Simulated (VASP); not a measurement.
Here is a VASP 6.6.1 calculation.

The input INCAR:

```
SYSTEM = KF
ALGO = Normal
EDIFF = 1E-6
ENCUT = 520
GGA = PE
ISIF = 2
ISMEAR = 0
LASPH = .TRUE.
LCHARG = .TRUE.
LELF = .TRUE.
LREAL = .FALSE.
LVHAR = .TRUE.
LWAVE = .FALSE.
NBANDS = 15
NELM = 60
PREC = Accurate
SIGMA = 0.05
```

The input KPOINTS:

```
k-points
0
G
  8 8 8
  0 0 0
```

File POSCAR:

```
KF
1.0
    0.0000000000      2.6400812500      2.6735000000
    2.7069187500      0.0000000000      2.6735000000
    2.7069187500      2.6400812500      0.0000000000
K F
1 1
Direct
    0.0000000000      0.0000000000      0.0000000000
    0.5000000000      0.5000000000      0.5000000000
```

Potentials or basis: VASP PAW PBE potentials, release 64 (K_sv, F).

Command:

```sh
$ cat potpaw_PBE.64/K_sv/POTCAR potpaw_PBE.64/F/POTCAR > POTCAR
$ mpirun -np 1 vasp_std > vasp.out
```

(1) Estimate the pressure.

(2) Estimate the band gap on the k mesh.

## Answers

(1) 1.4 GPa.

(2) 6.13 eV.

Caveat: the cell differs from its parent crystal (strain +0.0125 x Voigt [1, -1, 0, 0, 0, 0]).
